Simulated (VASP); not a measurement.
Wanted: the native input for a VASP 6.6.1 run.

* Task: electric field gradients
* Functional: PBE
* Potentials or basis: VASP PAW PBE potentials, release 64 (Sb, Se)
* Cutoff: 520 eV
* k mesh: 3 × 7 × 3
* Occupations: fermi-dirac, width 0.02 eV
* Spin: no spin polarisation
* Dipole correction: no
* Further INCAR settings: LREAL = Auto; ALGO = Normal; EDIFF = 1e-08; NBANDS = 72

The structure of Sb2Se3 lies in POSCAR:

```
Sb2Se3
1.0
   11.7940000000      0.0000000000      0.0000000000
    0.0000000000      3.9860000000      0.0000000000
    0.0000000000      0.0000000000     11.6480000000
Sb Se
8 12
Direct
    0.5304000000      0.2500000000      0.1721000000
    0.9696000000      0.7500000000      0.6721000000
    0.0304000000      0.2500000000      0.3279000000
    0.4696000000      0.7500000000      0.8279000000
    0.6475000000      0.7500000000      0.4604000000
    0.8525000000      0.2500000000      0.9604000000
    0.1475000000      0.7500000000      0.0396000000
    0.3525000000      0.2500000000      0.5396000000
    0.6289000000      0.7500000000      0.0553000000
    0.8711000000      0.2500000000      0.5553000000
    0.1289000000      0.7500000000      0.4447000000
    0.3711000000      0.2500000000      0.9447000000
    0.7141000000      0.2500000000      0.3051000000
    0.7859000000      0.7500000000      0.8051000000
    0.2141000000      0.2500000000      0.1949000000
    0.2859000000      0.7500000000      0.6949000000
    0.4464000000      0.7500000000      0.3713000000
    0.0536000000      0.2500000000      0.8713000000
    0.9464000000      0.7500000000      0.1287000000
    0.5536000000      0.2500000000      0.6287000000
```

One way to write it, as run:

INCAR

```
SYSTEM = Sb2Se3
ALGO = Normal
EDIFF = 1E-8
ENCUT = 520
GGA = PE
ISIF = 2
ISMEAR = -1
KPAR = 2
LASPH = .TRUE.
LCHARG = .FALSE.
LEFG = .TRUE.
LREAL = Auto
LWAVE = .FALSE.
NBANDS = 72
NELM = 100
PREC = Accurate
SIGMA = 0.02
```

KPOINTS

```
k-points
0
G
  3 7 3
  0 0 0
```

Potentials or basis: VASP PAW PBE potentials, release 64 (Sb, Se).

Run with:

```bash
$ cat potpaw_PBE.64/Sb/POTCAR potpaw_PBE.64/Se/POTCAR > POTCAR
$ mpirun -np 2 vasp_std > vasp.out
```

It gave:

The pressure is 2.4 GPa. The largest force is 0.364 eV/Å, the band gap on the k mesh is 0.95 eV (least direct gap 0.98 eV) and the largest electric field gradient by atom is Sb -119.1, -164.4 (each value once); Se -274.7, +83.7, +157.5 (each value once) V/Å².

Caveat: without QUAD_EFG the Cq values of the log hold for a quadrupole moment of 1 mb, not for the nuclei; spin-orbit coupling is left out, which moves the levels of the heavy elements.

It took 4.9 min on 2 MPI ranks on Intel(R) Xeon(R) Platinum 8559C (Emerald Rapids), with other jobs on the host, peak memory 0.73 GiB a rank.
